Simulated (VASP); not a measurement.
# P (P4/mmm) in VASP: further runs

Runs on P. Level: PBEsol+D3(BJ). Tasks: single point.

Program: VASP 6.6.1. These are calculated values, not measurements. Logs are shortened: lines on timing, memory, paths and dates and some standing lists are left out, and cuts for length are marked.

### Step 1. The cell of the first run

It takes space group P4/mmm (No. 123, tetragonal). Conventional cell: a = 2.250 Å, b = 2.250 Å, c = 2.700 Å, α = 90.00°, β = 90.00°, γ = 90.00°. P (site symmetry 4/mmm) has 6 P at 2.25 to 2.70 Å within 3.0 Å.

### Step 2. Single point, PBEsol+D3(BJ)

File INCAR:

```
  PREC = Accurate
  ENCUT = 520
  EDIFF = 1E-6
  ISMEAR = 0
  SIGMA = 0.15
  LREAL = F
  LASPH = T
  NELM = 80
  ALGO = Normal
  ISIF = 2
  LWAVE = F
  LCHARG = F
  GGA = PS
  IVDW = 12
  NBANDS = 8
```

File KPOINTS:

```
regular mesh
0
Gamma
  28 28 28
```

File POSCAR:

```
P
1.0
    2.2495285862      0.0000000000      0.0000000000
    0.0000000000      2.2495285862      0.0000000000
    0.0000000000      0.0000000000      2.6996235538
P
1
Direct
    0.0000000000      0.0000000000      0.0000000000
```

Potentials or basis: VASP PAW PBE potentials, release 64 (P).

The run is started by

```sh
$ cat potpaw_PBE.64/P/POTCAR > POTCAR
$ mpirun -np 1 vasp_std > vasp.out
```

OUTCAR:

```text
PREC = Accurate
   ENCUT = 520
   EDIFF = 1E-6
   ISMEAR = 0
   LREAL = F
   LASPH = T
   NELM = 80
   ISIF = 2
   GGA = PS
   IVDW = 12
 IVDW          = 12

 ion  position               nearest neighbor table
   1  0.000  0.000  0.000-

  LATTYP: Found a simple tetragonal cell.
 ALAT       =     2.2495285862
 C/A-ratio  =     1.2000841289

  Lattice vectors:

 A1 = (   2.2495285862,   0.0000000000,   0.0000000000)
 A2 = (   0.0000000000,   2.2495285862,   0.0000000000)
 A3 = (   0.0000000000,   0.0000000000,   2.6996235538)

Analysis of symmetry for initial positions (statically):
=====================================================================
 Subroutine PRICEL returns:
 Original cell was already a primitive cell.

 Routine SETGRP: Setting up the symmetry group for a
 simple tetragonal supercell.

 Subroutine GETGRP returns: Found 16 space group operations
 (whereof 16 operations were pure point group operations)
 out of a pool of 16 trial point group operations.

The static configuration has the point symmetry D_4h.

Analysis of symmetry for dynamics (positions and initial velocities):
=====================================================================
 Subroutine PRICEL returns:
 Original cell was already a primitive cell.

 Routine SETGRP: Setting up the symmetry group for a
 simple tetragonal supercell.

 Subroutine GETGRP returns: Found 16 space group operations
 (whereof 16 operations were pure point group operations)
 out of a pool of 16 trial point group operations.

The dynamic configuration has the point symmetry D_4h.

 Subroutine INISYM returns: Found 16 space group operations
 (whereof 16 operations are pure point group operations),
 and found     1 'primitive' translations

----------------------------------------------------------------------------------------

                                     Primitive cell

  volume of cell :      13.6611

  direct lattice vectors                    reciprocal lattice vectors
     2.249528586  0.000000000  0.000000000     0.444537583  0.000000000  0.000000000
     0.000000000  2.249528586  0.000000000     0.000000000  0.444537583  0.000000000
     0.000000000  0.000000000  2.699623554     0.000000000  0.000000000  0.370422016

  length of vectors
     2.249528586  2.249528586  2.699623554     0.444537583  0.444537583  0.370422016
[... 79 lines left out ...]
   EDIFF  = 0.1E-05   stopping-criterion for ELM
   LREAL  =      F    real-space projection
   EDIFFG = 0.1E-04   stopping-criterion for IOM
   NSW    =      0    number of steps for IOM
   IBRION =     -1    ionic relax: 0-MD 1-quasi-New 2-CG
   NFREE  =      0    steps in history (QN), initial steepest desc. (CG)
   ISIF   =      2    stress and relaxation
   ISYM   =      2    0-nonsym 1-usesym 2-fastsym
   POTIM  = 0.5000    time-step for ionic-motion
   TEBEG  =    0.0;   TEEND  =   0.0 temperature during run
   PSTRESS=    0.0 pullay stress
   NELECT =       5.0000    total number of electrons
   NUPDOWN=      -1.0000    fix difference up-down
   EMIN   =  10.00;   EMAX   =-10.00  energy-range for DOS
   EFERMI =   0.00;   METHOD = LEGACY
   ISMEAR =     0;   SIGMA  =   0.15  broadening in eV -4-tet -1-fermi 0-gaus
   EFERMI_NEDOS =   21; number of points for ismear=-14 and -15
   IALGO  =     38    algorithm
   IMIX   =      4    mixing-type and parameters
     AMIX     =   0.40;   BMIX     =  1.00
     AMIX_MAG =   1.60;   BMIX_MAG =  1.00
  volume/ion in A,a.u.               =      13.66        92.19
  Fermi-wavevector in a.u.,A,eV,Ry     =   1.171034  2.212933 18.657942  1.371320
  Thomas-Fermi vector in A             =   2.307484
   LORBIT       =      0    0 simple, 1 ext, 2 COOP (PROOUT), +10 PAW based schemes
   GGA     = PS    functional components
   LHFCALC =     F    Hartree Fock is set to
   AEXX    =    0.0000 exact exchange contribution
   IVDW    =    12    specifies the selected vdW correction
   LEPSILON=     F    determine dielectric tensor
   LRPA    =     F    only Hartree local field effects (RPA)
 non-spin polarized calculation
 Gauss-broadening in eV      SIGMA  =   0.15
  energy-cutoff  :      520.00
  volume of cell :       13.66
 maximum number of plane-waves:       384
 NGX is ok and might be reduce to    18
   NGX =  9   NGY =  9   NGZ = 11

 number of electron       4.9999999 magnetization

 Free energy of the ion-electron system (eV)
  ---------------------------------------------------
  ext. energy  EPLUGINS =         0.00000000
  ---------------------------------------------------
  free energy    TOTEN  =        -5.53961357 eV

  energy without entropy =       -5.53538537  energy(sigma->0) =       -5.53749947

 E-fermi :  10.4055     XC(G=0): -11.6173

 val. band max:       10.4053413359   @ k =   0.2500   0.2143   0.1429
 cond. band min:      10.4104627703   @ k =   0.1786   0.1786   0.1071
 fundamental gap:      0.0051214345
 Fermi energy:        10.4054709772

 k-point     1 :       0.0000    0.0000    0.0000
  band No.  band energies     occupation
      1      -6.9560      2.00000
      2      11.0793      0.00000
      3      14.9748      0.00000
      4      18.2290      0.00000
      5      18.5152      0.00000
      6      18.5152      0.00000
      7      26.9283      0.00000
      8      34.7273      0.00000
[... 243 lines left out ...]
 k-point    24 :       0.3214    0.0357    0.0000
  band No.  band energies     occupation
      1      -4.0884      2.00000
      2       5.6801      2.00000
      3      13.4540      0.00000
      4      17.5870      0.00000
      5      20.4388      0.00000
      6      24.1852      0.00000
      7      25.2208      0.00000
      8      30.0288      0.00000

 [... further k-points ...]

------------------------ aborting loop because EDIFF is reached ----------------------------------------

 Edisp (eV)   -0.41567

 E8    (eV) :    -0.2468

  FORCE on cell =-STRESS in cart. coord.  units (eV):
  Direction    XX          YY          ZZ          XY          YZ          ZX
  --------------------------------------------------------------------------------------
  -------------------------------------------------------------------------------------
  Total       1.81274     1.81274    -1.50725     0.00000    -0.00000     0.00000
  in kB     212.59857   212.59857  -176.77025     0.00000    -0.00000     0.00000
  external pressure =       82.81 kB  Pullay stress =        0.00 kB

 VOLUME and BASIS-vectors are now :
 -----------------------------------------------------------------------------
  energy-cutoff  :      520.00
  volume of cell :       13.66
      direct lattice vectors                 reciprocal lattice vectors
     2.249528586  0.000000000  0.000000000     0.444537583  0.000000000  0.000000000
     0.000000000  2.249528586  0.000000000     0.000000000  0.444537583  0.000000000
     0.000000000  0.000000000  2.699623554     0.000000000  0.000000000  0.370422016

 POSITION                                       TOTAL-FORCE (eV/Angst)
 -----------------------------------------------------------------------------------
      0.00000      0.00000      0.00000         0.000000      0.000000      0.000000
 -----------------------------------------------------------------------------------
    total drift:                               -0.000000     -0.000000      0.000000

  FREE ENERGIE OF THE ION-ELECTRON SYSTEM (eV)
  ---------------------------------------------------
  free  energy   TOTEN  =        -5.9552791560 eV

  energy  without entropy=       -5.9510509553  energy(sigma->0) =       -5.95316506
```

OSZICAR:

```text
N       E                     dE             d eps       ncg     rms          rms(c)
DAV:   1     0.413540019476E+00    0.41354E+00   -0.21967E+03 30448   0.455E+02
DAV:   2    -0.551425212430E+01   -0.59278E+01   -0.56421E+01 42440   0.502E+01
DAV:   3    -0.556605439946E+01   -0.51802E-01   -0.51729E-01 32536   0.525E+00
DAV:   4    -0.556612891623E+01   -0.74517E-04   -0.74516E-04 46344   0.210E-01
DAV:   5    -0.556612897221E+01   -0.55985E-07   -0.57310E-07 32512   0.322E-03    0.569E+00
DAV:   6    -0.554723523119E+01    0.18894E-01   -0.11619E-02 34160   0.550E-01    0.337E+00
DAV:   7    -0.553978009175E+01    0.74551E-02   -0.16584E-02 34688   0.709E-01    0.975E-02
DAV:   8    -0.553960836936E+01    0.17172E-03   -0.13054E-03 32136   0.241E-01    0.381E-02
DAV:   9    -0.553961289904E+01   -0.45297E-05   -0.25328E-05 39960   0.408E-02    0.354E-02
DAV:  10    -0.553961356640E+01   -0.66736E-06   -0.82066E-07 35704   0.724E-03
   1 F= -.59552792E+01 E0= -.59531651E+01  d E =-.422820E-02
```

It took 1.9 min on 1 thread of AMD EPYC 7R43 (Zen 3), shared host; peak memory 0.24 GiB.

Results:

| Quantity | Value |
| --- | --- |
| Free energy | -5.9553 eV |
| Pressure | 8.3 GPa |
| Dispersion energy per atom | -0.416 eV |

Stress tensor (GPa, compression positive):
```
 21.26   0.00   0.00
  0.00  21.26   0.00
  0.00   0.00 -17.68
```

Levels at points of the mesh, in eV from the Fermi level:
| k point | band 1 | band 2 | band 3 | band 4 | band 5 | band 6 |
| --- | --- | --- | --- | --- | --- | --- |
| (0.00, 0.00, 0.00) | -17.36 | 0.67 | 4.57 | 7.82 | 8.11 | 8.11 |
| (0.50, 0.00, 0.00) | -11.38 | -9.46 | 4.90 | 9.25 | 10.24 | 12.17 |
| (0.50, 0.50, 0.00) | -4.97 | -4.97 | -4.45 | 0.67 | 8.89 | 13.97 |
| (0.00, 0.00, 0.50) | -14.79 | -9.06 | 9.05 | 9.68 | 9.68 | 17.41 |
| (0.50, 0.00, 0.50) | -8.56 | -7.49 | -4.13 | 0.62 | 13.57 | 17.83 |
| (0.50, 0.50, 0.50) | -3.27 | -3.27 | -0.47 | 0.46 | 2.82 | 5.58 |

Caveat: the PAW data sets were made with another functional, which shifts forces and pressure a little; pairwise dispersion overbinds metals, which lowers pressure and volume.

(Part 1 of 2 ends here.)
